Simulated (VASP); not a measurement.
MgO (Periclase), 2 atoms in the cell. The structure is cubic, space group Fm-3m (No. 225). Conventional cell: a = 4.217 Å, b = 4.217 Å, c = 4.217 Å, α = 90.00°, β = 90.00°, γ = 90.00°. Mg (site symmetry m-3m) has 6 O at 2.11 Å within 2.8 Å. Within 2.8 Å of O (site symmetry m-3m) lie 6 Mg at 2.11 Å. 

```yaml
Program: VASP 6.6.1
Task: single point
Functional: PBE
Potentials_or_basis: VASP PAW PBE potentials, release 64 (Mg, O)
Cutoff: 600 eV
k_mesh: 8 × 8 × 8
Occupations: gaussian, width 0.01 eV
Spin: no spin polarisation
Dipole_correction: no
Further_INCAR_settings: ALGO = Normal; EDIFF = 1e-06; NBANDS = 11
```

Potentials or basis: VASP PAW PBE potentials, release 64 (Mg, O).

Run with:

```sh
$ cat potpaw_PBE.64/Mg/POTCAR potpaw_PBE.64/O/POTCAR > POTCAR
$ mpirun -np 1 vasp_std > vasp.out
```

Hardware: 1 thread of Intel Xeon 8259CL, with other jobs on the host.

Estimate the wall time of this run.

It took 9.5 s on 1 thread of Intel Xeon 8259CL, with other jobs on the host, peak memory 0.14 GiB. Counts: scf iterations 12, k points 29.
